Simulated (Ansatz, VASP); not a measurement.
**Sb: VASP beside Ansatz**

Contents of INCAR:

```
  ALGO = Normal
  EDIFF = 1E-8
  ENCUT = 520
  GGA = PS
  ISIF = 2
  ISMEAR = -1
  LASPH = True
  LCHARG = False
  LEFG = True
  LREAL = False
  LWAVE = False
  NBANDS = 12
  NELM = 100
  PREC = Accurate
  SIGMA = 0.05
```

Contents of KPOINTS:

```
k-points
0
Gamma
  9 9 9
```

Contents of POSCAR:

```
Sb
1.0
    2.1858623424      1.2620082118      3.8053879599
   -2.1858623424      1.2620082118      3.8053879599
    0.0000000000     -2.5240164235      3.8053879599
Sb
2
Direct
    0.2336400000      0.2336400000      0.2336400000
    0.7663600000      0.7663600000      0.7663600000
```

Input for Ansatz:

```yaml
crystal:
  lattice:
    - [2.1858623424, 1.2620082118, 3.8053879599]
    - [-2.1858623424, 1.2620082118, 3.8053879599]
    - [0.0, -2.5240164235, 3.8053879599]
  atoms:
    - { symbol: Sb, position: [0.23364, 0.23364, 0.23364] }
    - { symbol: Sb, position: [0.76636, 0.76636, 0.76636] }
kpoints:
  mp_grid: { grid: [9, 9, 9] }
scf:
  occupations: { method: fermi_dirac, width: 0.05 }
hamiltonian:
  xc: pbesol
  pseudopotentials: { kind: paw }
output:
  forces: true
  stress: true
  eigenvalues: true
  efg: { contact_densities: true }
```

Change from the starting cell: volume scaled by 1.05, PAW files.

Alike in both runs: task electric field gradients; functional PBEsol; k mesh 9 × 9 × 9; occupations fermi-dirac, width 0.05 eV; no spin polarisation.

```csv
,VASP,Ansatz
version,VASP 6.6.1,Ansatz 0.2.0
potentials or method,"VASP PAW PBE potentials, release 64 (Sb)","PAW with Ansatz's default frozen-core files, scalar-relativistic"
plane-wave cutoff (eV),520,420
valence electrons in the cell,10,30
```

```tsv
	VASP	Ansatz	Ansatz less VASP
pressure (GPa)	-2.1	-2.2	-0.13
rms of the force components (eV/Å)	0.027	0.053	+0.0262
size of Vzz on the site where it differs most (V/Å²)	42.5	46.0	+3.52
```

VASP's potentials were made for PBE, not for PBEsol. Atom by atom the forces differ by 0.026 eV/Å (rms over components). VASP's potentials hold 10 valence electrons a cell and Ansatz's 30, so a difference there can come from the potentials and not from the codes.

Neither program's run includes spin-orbit coupling.
